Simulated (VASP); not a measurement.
Wanted: the native input for a VASP 6.6.1 run.

* Task: single point
* Functional: r2SCAN
* Potentials or basis: VASP PAW PBE potentials, release 64 (Li_sv, Cl)
* Cutoff: 520 eV
* k mesh: 8 × 8 × 8
* Occupations: gaussian, width 0.05 eV
* Spin: no spin polarisation
* Dipole correction: no
* Further INCAR settings: ALGO = Normal; EDIFF = 1e-06; NBANDS = 12

The system is LiCl.

```xyz
2
Lattice="0.0000 2.6417 2.5648 2.6417 0.0000 2.5648 2.6417 2.6417 0.0000" Properties=species:S:1:pos:R:3 pbc="T T T"
Li    0.0000    0.0000    0.0000
Cl    2.6417    2.6417    2.5648
```

This cell differs from its parent crystal: strain +0.030 along x and y, +0.000 along z.

The input as run:

POSCAR

```
LiCl
1.0
    0.0000000000      2.6417028000      2.5647600000
    2.6417028000      0.0000000000      2.5647600000
    2.6417028000      2.6417028000      0.0000000000
Li Cl
1 1
Direct
    0.0000000000      0.0000000000      0.0000000000
    0.5000000000      0.5000000000      0.5000000000
```

INCAR.step1

```
PREC     = Accurate       # precision mode
ENCUT    = 520            # plane-wave cutoff, eV
ISMEAR   = 0              # smearing method
SIGMA    = 0.05           # smearing width, eV
LREAL    = F              # projectors in reciprocal space
LASPH    = T              # aspherical terms in the spheres
NELM     = 100            # most SCF steps
NBANDS   = 12             # bands
GGA      = PE             # functional
ALGO     = Normal         # electronic algorithm
EDIFF    = 1E-4           # SCF threshold, eV
LWAVE    = T              # write WAVECAR
LCHARG   = F              # write CHGCAR
```

INCAR.step2

```
PREC     = Accurate       # precision mode
ENCUT    = 520            # plane-wave cutoff, eV
EDIFF    = 1E-6           # SCF threshold, eV
ISMEAR   = 0              # smearing method
SIGMA    = 0.05           # smearing width, eV
LREAL    = F              # projectors in reciprocal space
LASPH    = T              # aspherical terms in the spheres
NELM     = 100            # most SCF steps
ALGO     = Normal         # electronic algorithm
ISIF     = 2              # what is computed and relaxed
LWAVE    = F              # write WAVECAR
LCHARG   = T              # write CHGCAR
METAGGA  = R2SCAN         # meta-GGA
LMIXTAU  = T            
LELF     = T              # ELF
LVHAR    = T            
NBANDS   = 12             # bands
ISTART   = 1
```

KPOINTS

```
regular mesh
0
Gamma
  8 8 8
```

Potentials or basis: VASP PAW PBE potentials, release 64 (Li_sv, Cl).

Command:

```bash
$ cat potpaw_PBE.64/Li_sv/POTCAR potpaw_PBE.64/Cl/POTCAR > POTCAR
$ cp INCAR.step1 INCAR
$ mpirun -np 1 vasp_std > vasp.out
$ cp INCAR.step2 INCAR
$ mpirun -np 1 vasp_std > vasp.out
```

It gave:

```yaml
Band_gap_on_the_k_mesh: 6.92 eV
```

Caveat: the cell differs from its parent crystal (strain +0.030 along x and y, +0.000 along z).

Wall time 2.5 min on 1 thread of Intel Xeon 8259CL, with other jobs on the host, peak memory 0.17 GiB.
